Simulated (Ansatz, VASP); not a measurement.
N in VASP and in Ansatz

File INCAR:

```
SYSTEM = N
PREC = Accurate
ENCUT = 600
EDIFF = 1E-7
ISMEAR = 0
SIGMA = 0.02
LREAL = .False.
LASPH = .True.
NELM = 100
ALGO = Normal
ISIF = 3
LWAVE = .False.
LCHARG = .False.
GGA = PE
IBRION = 2
NSW = 100
EDIFFG = -0.01
```

File KPOINTS:

```
regular mesh
0
Gamma
  4 4 4
  0 0 0
```

The input POSCAR:

```
N
1.0
    6.1100808470      0.0000000000      0.0000000000
    0.0000000000      6.1100808470      0.0000000000
    0.0000000000      0.0000000000      6.1100808470
N
8
Direct
    0.0520826981      0.0520826981      0.0520826981
    0.4479173019      0.9479173019      0.5520826981
    0.5520826981      0.4479173019      0.9479173019
    0.9479173019      0.5520826981      0.4479173019
    0.9479671705      0.9479671705      0.9479671705
    0.5520328295      0.0520328295      0.4479671705
    0.4479671705      0.5520328295      0.0520328295
    0.0520328295      0.4479671705      0.5520328295
```

Input for Ansatz:

```yaml
crystal:
  lattice:
    - [6.110080847, 0.0, 0.0]
    - [0.0, 6.110080847, 0.0]
    - [0.0, 0.0, 6.110080847]
  atoms:
    - { symbol: "N", position: [0.0520826981, 0.0520826981, 0.0520826981] }
    - { symbol: "N", position: [0.4479173019, 0.9479173019, 0.5520826981] }
    - { symbol: "N", position: [0.5520826981, 0.4479173019, 0.9479173019] }
    - { symbol: "N", position: [0.9479173019, 0.5520826981, 0.4479173019] }
    - { symbol: "N", position: [0.9479671705, 0.9479671705, 0.9479671705] }
    - { symbol: "N", position: [0.5520328295, 0.0520328295, 0.4479671705] }
    - { symbol: "N", position: [0.4479671705, 0.5520328295, 0.0520328295] }
    - { symbol: "N", position: [0.0520328295, 0.4479671705, 0.5520328295] }
basis:
  ecutwfc: 420
kpoints:
  mp_grid: { grid: [4, 4, 4] }
hamiltonian:
  xc: pbe
scf:
  occupations: { method: gaussian, width: 0.02 }
output:
  forces: true
  stress: true
  eigenvalues: true
relax:
  adjacent_minimum: "off"
  f_tol: 0.01
  max_steps: 80
  cell: { stress_tol: 0.05 }
```

Alike in both runs: task relaxation of cell and atoms; functional PBE; k mesh 4 × 4 × 4; occupations gaussian, width 0.02 eV; no spin polarisation.

```csv
,VASP,Ansatz
version,VASP 6.6.1,Ansatz 0.2.0
potentials or method,"VASP PAW PBE potentials, release 64 (N), cutoff 600 eV","scalar-relativistic, plane waves, PAW"
valence electrons in the cell,40,40
```

```csv
,VASP,Ansatz,Ansatz less VASP
"gap on the k mesh at the Fermi level, each at its own relaxed structure (eV)",7.39,7.67,+0.278
relaxed volume (Å³/atom),25.42,28.51,+3.097
relaxed cell length with the largest relative difference (Å),5.880,6.110,+0.2298
```

One of these differences is far larger than is usual between the two programs; its cause wasn't traced.

Noted on VASP's run: the standard files for N, O and F lose accuracy on very short bonds.
